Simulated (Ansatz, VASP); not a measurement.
# Two plane-wave programs on C

```
C
1.0
     2.49870    0.00000    0.00000
    -1.24935    2.16394    0.00000
     0.00000    0.00000    3.58842
C
2
Direct
  0.33333 0.66667 0.00000
  0.66667 0.33333 0.00000
```

Change from the starting cell: mode 6 frozen in at +0.000 Å, equal normal strain along x, y and z +0.0167.

Alike in both runs: task single point; functional PBEsol; dispersion D3(BJ); k mesh 21 × 21 × 12; occupations gaussian, width 0.15 eV; no spin polarisation.

|  | VASP | Ansatz |
| --- | --- | --- |
| version | VASP 6.6.1 | Ansatz 0.2.0 |
| potentials or method | VASP PAW PBE potentials, release 64 (C), cutoff 520 eV | scalar-relativistic, plane waves, PAW |
| valence electrons in the cell | 8 | 8 |

|  | VASP | Ansatz | Ansatz less VASP |
| --- | --- | --- | --- |
| gap on the k mesh at the Fermi level (eV) | none | none | - |
| pressure (GPa) | -12.0 | -12.7 | -0.64 |
| traceless stress, the component that is largest in VASP (GPa) | 11.62 | 12.32 | +0.700 |

VASP's potentials were made for PBE, not for PBEsol, and Ansatz warns of the same on its side. A gap of «none» marks a metal or a gap that the smearing closes.
